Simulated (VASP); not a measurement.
## Os: single point with PBE0

Crystal: Os.

```
CELL_PARAMETERS angstrom
2.73266 0.00000 0.00000
-1.36633 2.36655 0.00000
0.00000 0.00000 4.27936
ATOMIC_POSITIONS crystal
Os 0.66667 0.33333 0.75000
Os 0.33333 0.66667 0.25000
```

| Property | Result |
| --- | --- |
| Program | VASP 6.6.1 |
| Task | single point |
| Functional | PBE0 |
| Potentials or basis | VASP PAW PBE potentials, release 64 (Os_sv_GW) |
| Cutoff | 420 eV |
| k mesh | 6 × 6 × 3 |
| Occupations | fermi-dirac, width 0.05 eV |
| Spin | no spin polarisation |
| Dipole correction | no |
| Grid for exact exchange (PRECFOCK) | Normal |
| Further INCAR settings | ALGO = Normal; EDIFF = 1e-06; NBANDS = 23 |
| Share of exact exchange | 0.25 |

```json
{
  "Pressure": "-2.1 GPa",
  "Band gap on the k mesh": "zero (bands 16 and 17 overlap by 5.33 eV)"
}
```

Stress tensor (GPa, compression positive):
```
-1.30  0.00  0.00
 0.00 -1.30  0.00
 0.00  0.00 -3.81
```

Levels at points of the mesh, in eV from the Fermi level:
```csv
k point,band 13,band 14,band 15,band 16,band 17,band 18,band 19,band 20
"(0.00, 0.00, 0.00)",-3.54,-3.10,-3.10,-2.48,-2.48,0.24,2.41,2.41
"(0.50, 0.00, 0.00)",-3.74,-3.41,-2.51,2.85,3.50,3.64,5.58,6.95
```

Wall time 10 min on 1 thread of AMD EPYC 9R45 96-Core Processor (Zen 5), on a shared host, peak memory 0.11 GiB.

Caveat: the k points lie up to 0.49 Å⁻¹ apart, too coarse for converged energies and pressures of a metal; the PAW data sets were made with another functional, which shifts forces and pressure a little; spin-orbit coupling is left out, which moves the levels of the heavy elements.
